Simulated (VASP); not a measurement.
Runs of VASP 6.6.1 on Be. The structure is that of space group P6_3/mmc (No. 194), or close to it. The cells are those of the table. 

```csv
task,cell,k mesh,cutoff (eV),gap on the mesh (eV),pressure (GPa),relaxed volume (Å³/atom)
relaxation of cell and atoms,"relaxed from a = 2.271, b = 2.271, c = 3.543 Å, angles 90.0, 90.0, 120.0°, 2 atoms",21 × 21 × 12,600,none,-0.1,(a)
single point,"a = 2.263, b = 2.263, c = 3.567 Å, angles 90.0, 90.0, 120.0°, 2 atoms",21 × 21 × 12,520,none,0.2,-
relaxation of cell and atoms,"relaxed from a = 2.492, b = 2.492, c = 3.994 Å, angles 90.0, 90.0, 120.0°, 2 atoms",9 × 9 × 6,600,none,0.0,7.92
single point,"a = 2.271, b = 2.271, c = 3.543 Å, angles 90.0, 90.0, 120.0°, 2 atoms",9 × 9 × 6,520,none,0.1,-
```

Alike in all rows: level PBE; potentials or basis VASP PAW PBE potentials, release 64 (Be); no spin polarisation; smearing gaussian 0.1 eV.

Fill in the values left out.

(a) 7.93.

Caveats: the volume moved by over 15 % at a fixed basis, so the end points are rough (at least some runs).

A gap of «none» marks levels without a gap at the run's occupations.
